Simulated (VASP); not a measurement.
# SrC2 (I4/mmm) in VASP: a series of runs

Runs on SrC2. Level: LDA. Tasks: vibrations by perturbation theory.

Everything below comes from runs of VASP 6.6.1. Logs are shortened: lines on timing, memory, paths and dates and some standing lists are left out, and cuts for length are marked.

## Step 1: The cell of the first run

The structure is tetragonal, space group I4/mmm (No. 139). The conventional cell has a = 3.879 Å, b = 3.879 Å, c = 6.576 Å, α = 90.00°, β = 90.00°, γ = 90.00°. Sr (site symmetry 4/mmm) has 10 C at 2.66 to 2.81 Å within 3.5 Å. Within 1.7 Å of C (site symmetry 4mm) lie 1 C at 1.25 Å.

## Step 2: Vibrations by perturbation theory, LDA

File INCAR:

```
PREC = Accurate ; ENCUT = 520
EDIFF = 1E-8 ; ISMEAR = 0
SIGMA = 0.01 ; LREAL = False
LASPH = True ; NELM = 100
ALGO = Normal ; ISIF = 2
LWAVE = False ; LCHARG = False
GGA = CA ; IBRION = 8
NSW = 1 ; LEPSILON = True
```

File KPOINTS:

```
regular mesh
0
Gamma
  10 10 10
```

File POSCAR:

```
SrC2
1.0
   -1.9394091320      1.9394091320      3.2879871658
    1.9394091320     -1.9394091320      3.2879871658
    1.9394091320      1.9394091320     -3.2879871658
Sr C
1 2
Direct
    0.0000000000      0.0000000000      0.0000000000
    0.4050882625      0.4050882625      0.0000000000
    0.5949117375      0.5949117375      0.0000000000
```

Potentials or basis: VASP PAW LDA potentials, release 64 (Sr_sv, C).

On the command line:

```console
$ cat potpaw_LDA.64/Sr_sv/POTCAR potpaw_LDA.64/C/POTCAR > POTCAR
$ mpirun -np 1 vasp_std > vasp.out
```

OUTCAR:

```text
PREC = Accurate
   ENCUT = 520
   EDIFF = 1E-8
   ISMEAR = 0
   LREAL = False
   LASPH = True
   NELM = 100
   ISIF = 2
   GGA = CA
   IBRION = 8
   NSW = 1
   LEPSILON = True

 ion  position               nearest neighbor table
   1  0.000  0.000  0.000-   2 2.66   3 2.66   3 2.81   2 2.81   3 2.81   3 2.81   3 2.81   2 2.81
                             2 2.81   2 2.81
   2  0.405  0.405  0.000-   3 1.25   1 2.66   1 2.81   1 2.81   1 2.81   1 2.81
   3  0.595  0.595  0.000-   2 1.25   1 2.66   1 2.81   1 2.81   1 2.81   1 2.81

  LATTYP: Found a body centered tetragonal cell.
 ALAT       =     3.8788182640
 C/A-ratio  =     1.6953551015

  Lattice vectors:

 A1 = (  -1.9394091320,   1.9394091320,   3.2879871658)
 A2 = (   1.9394091320,  -1.9394091320,   3.2879871658)
 A3 = (   1.9394091320,   1.9394091320,  -3.2879871658)

Analysis of symmetry for initial positions (statically):
=====================================================================
 Subroutine PRICEL returns:
 Original cell was already a primitive cell.

 Routine SETGRP: Setting up the symmetry group for a
 body centered tetragonal supercell.

 Subroutine GETGRP returns: Found 16 space group operations
 (whereof 16 operations were pure point group operations)
 out of a pool of 16 trial point group operations.

The static configuration has the point symmetry D_4h.

Analysis of symmetry for dynamics (positions and initial velocities):
=====================================================================
 Subroutine PRICEL returns:
 Original cell was already a primitive cell.

 Routine SETGRP: Setting up the symmetry group for a
 body centered tetragonal supercell.

 Subroutine GETGRP returns: Found 16 space group operations
 (whereof 16 operations were pure point group operations)
 out of a pool of 16 trial point group operations.

The dynamic configuration has the point symmetry D_4h.

 Subroutine INISYM returns: Found 16 space group operations
 (whereof 16 operations are pure point group operations),
 and found     1 'primitive' translations

----------------------------------------------------------------------------------------

                                     Primitive cell

  volume of cell :      49.4685

  direct lattice vectors                    reciprocal lattice vectors
    -1.939409132  1.939409132  3.287987166     0.000000000  0.257810480  0.152068720
     1.939409132 -1.939409132  3.287987166     0.257810480  0.000000000  0.152068720
     1.939409132  1.939409132 -3.287987166     0.257810480  0.257810480  0.000000000

  length of vectors
     4.281760755  4.281760755  4.281760755     0.299317790  0.299317790  0.364599078

  position of ions in fractional coordinates (direct lattice)
     0.000000000  0.000000000  0.000000000
     0.405088263  0.405088263  0.000000000
     0.594911737  0.594911737  0.000000000

  ion indices of the primitive-cell ions
   primitive index   ion index
                 1           1
                 2           2
                 3           3

----------------------------------------------------------------------------------------

 KPOINTS: regular mesh

Automatic generation of k-mesh.
[... 561 lines left out ...]

 PIEZOELECTRIC TENSOR FIELD DIRECTION 3  (C/m^2)
 -----------------------------------------------------------------------------
     0.00008  0.00000  0.00000
     0.00000  0.00008  0.00000
     0.00000 -0.00000  0.00022

--------------------------------------- Ionic step        4  -------------------------------------------

------------------------ aborting loop because EDIFF is reached ----------------------------------------

[... ionic steps 5 to 5 ...]

--------------------------------------- Ionic step        6  -------------------------------------------

------------------------ aborting loop because EDIFF is reached ----------------------------------------

--------------------------------------- Ionic step        7  -------------------------------------------

------------------------ aborting loop because EDIFF is reached ----------------------------------------

[... ionic steps 8 to 8 ...]

--------------------------------------- Ionic step        9  -------------------------------------------

 Free energy of the ion-electron system (eV)
  ---------------------------------------------------
  ---------------------------------------------------
  free energy    TOTEN  =        -0.13993252 eV

  energy without entropy =       -0.13993252

------------------------ aborting loop because EDIFF is reached ----------------------------------------

 INTERNAL STRAIN TENSOR  FOR ION    2  DIRECTION 3   (eV/Angst):
 -----------------------------------------------------------------------------
    -1.80029  0.00000  0.00000
     0.00000 -1.80029  0.00000
     0.00000 -0.00000 89.98065

 MACROSCOPIC STATIC DIELECTRIC TENSOR (including local field effects in DFT)
 ------------------------------------------------------
           3.778072     0.000000     0.000000
           0.000000     3.778072     0.000000
           0.000000     0.000000     4.652998
 ------------------------------------------------------

 PIEZOELECTRIC TENSOR (including local field effects)  for field in x, y, z        (e  Angst)
          XX          YY          ZZ          XY          YZ          ZX
  --------------------------------------------------------------------------------
  x     0.00000     0.00000     0.00000     0.00000     0.00000     0.00000
  y     0.00000     0.00000     0.00000     0.00000     0.00000     0.00000
  z     0.00000     0.00000     0.00000     0.00000     0.00000     0.00000

 PIEZOELECTRIC TENSOR (including local field effects)  for field in x, y, z        (C/m^2)
          XX          YY          ZZ          XY          YZ          ZX
  --------------------------------------------------------------------------------
  x     0.00000     0.00000     0.00000     0.00000     0.00000     0.00000
  y     0.00000     0.00000     0.00000     0.00000     0.00000     0.00000
  z     0.00000     0.00000     0.00000     0.00000     0.00000     0.00000

 BORN EFFECTIVE CHARGES (including local field effects) (in |e|, cummulative output)
 ---------------------------------------------------------------------------------
 ion    1
    1     2.48866     0.00000     0.00000
    2     0.00000     2.48866     0.00000
    3     0.00000    -0.00000     2.16001
 ion    2
    1    -1.24433     0.00000     0.00000
    2     0.00000    -1.24433     0.00000
    3     0.00000    -0.00000    -1.08001
 ion    3
    1    -1.24433     0.00000     0.00000
    2     0.00000    -1.24433     0.00000
    3     0.00000     0.00000    -1.08001

 INTERNAL STRAIN TENSOR FOR ION    3 for displacements in x,y,z  (eV/Angst):
          X           Y           Z          XY          YZ          ZX
  --------------------------------------------------------------------------------
  x     0.00000     0.00000     0.00000     0.00000     0.00000     1.94933
  y     0.00000     0.00000     0.00000     0.00000     2.18408     0.00000
  z     1.80029     1.80029   -89.98065     0.00000     0.00000     0.00000

 SECOND DERIVATIVES (NOT SYMMETRIZED)
 ------------------------------------
               1X          1Y          1Z          2X          2Y          2Z          3X          3Y          3Z
  1X    -4.214930    0.000000    0.000000    2.107465    0.000000    0.000000    2.107465    0.000000    0.000000
  1Y     0.000000   -4.214930    0.000000    0.000000    2.107465    0.000000    0.000000    2.107465    0.000000
  1Z     0.000000    0.000000   -5.676906    0.000000   -0.000000    2.838453    0.000000   -0.000000    2.838453
  2X     2.112521    0.000000    0.000000   -2.548687    0.000000    0.000000    0.436166    0.000000    0.000000
  2Y     0.000000    2.112521    0.000000    0.000000   -2.548687    0.000000    0.000000    0.436166    0.000000
  2Z     0.000000    0.000000    2.835128    0.000000    0.000000  -82.336007    0.000000    0.000000   79.500878
  3X     2.112521    0.000000    0.000000    0.436166    0.000000    0.000000   -2.548687    0.000000    0.000000
  3Y     0.000000    2.112521    0.000000    0.000000    0.436166    0.000000    0.000000   -2.548687    0.000000
  3Z     0.000000    0.000000    2.835128    0.000000    0.000000   79.500878    0.000000    0.000000  -82.336007

 Eigenvectors and eigenvalues of the dynamical matrix
 ----------------------------------------------------

   1 f  =   57.385200 THz   360.561844 2PiTHz 1914.164223 cm-1   237.326010 meV
             X         Y         Z           dx          dy          dz
      0.000000  0.000000  0.000000     0.000000    0.000000    0.000000
      0.000000  0.000000  2.663850     0.000000    0.000000    0.707107
      0.000000  0.000000  3.912124    -0.000000   -0.000000   -0.707107
[... 43 lines left out ...]
   9 f/i=    0.003640 THz     0.022874 2PiTHz    0.121432 cm-1     0.015056 meV
             X         Y         Z           dx          dy          dz
      0.000000  0.000000  0.000000     0.488987   -0.739003   -0.000000
      0.000000  0.000000  2.663850     0.180828   -0.273284   -0.000000
      0.000000  0.000000  3.912124     0.180828   -0.273284   -0.000000

--------------------------------------------------------------------------------------------------------

 MACROSCOPIC STATIC DIELECTRIC TENSOR IONIC CONTRIBUTION
 ------------------------------------------------------
           5.370686    -0.000000    -0.000000
          -0.000000     5.370686     0.000000
          -0.000000     0.000000     3.007513
 ------------------------------------------------------

 ELASTIC MODULI CONTR FROM IONIC RELAXATION (kBar)
 Direction    XX          YY          ZZ          XY          YZ          ZX
 --------------------------------------------------------------------------------
 XX          -1.2972     -1.2972     64.8373      0.0000     -0.0000      0.0000
 YY          -1.2972     -1.2972     64.8373      0.0000     -0.0000      0.0000
 ZZ          64.8373     64.8373  -3240.6515      0.0000      0.0000     -0.0000
 XY           0.0000      0.0000      0.0000      0.0000      0.0000      0.0000
 YZ          -0.0000     -0.0000      0.0000      0.0000   -103.5204      0.0000
 ZX           0.0000      0.0000     -0.0000      0.0000      0.0000    -82.4629
 --------------------------------------------------------------------------------

 PIEZOELECTRIC TENSOR IONIC CONTR  for field in x, y, z        (C/m^2)
          XX          YY          ZZ          XY          YZ          ZX
  --------------------------------------------------------------------------------
  x     0.00000     0.00000    -0.00000     0.00000    -0.00000     0.00000
  y    -0.00000    -0.00000     0.00000     0.00000     0.00000    -0.00000
  z    -0.00000    -0.00000     0.00000     0.00000    -0.00000    -0.00000
```

Wall time 29 min (1 thread of Oxide Virtual Turin-like, shared host); peak memory 0.52 GiB.

Results:

- Electronic dielectric tensor (diagonal): 3.78, 3.78, 4.65
- Born charges (mean of the diagonal): Sr +2.38; C -1.19 e
- Highest phonon frequency at Γ: 1914 cm⁻¹

Phonon frequencies in cm⁻¹ (negative: imaginary):
```csv
q point,frequencies
"(0.000, 0.000, 0.000)",0 0 0 247 247 260 260 286 1914
```

Electronic dielectric tensor:
```
3.78 0.00 0.00
0.00 3.78 0.00
0.00 0.00 4.65
```

Born effective charge tensors (e):
atom 1, Sr
```
2.49 0.00 0.00
0.00 2.49 0.00
0.00 0.00 2.16
```
atom 2, C
```
-1.24  0.00  0.00
 0.00 -1.24  0.00
 0.00  0.00 -1.08
```
atom 3, C
```
-1.24  0.00  0.00
 0.00 -1.24  0.00
 0.00  0.00 -1.08
```

Caveat: the cell stands under pressure or tension, which shifts response properties.

(Continued in part 2 of 2.)
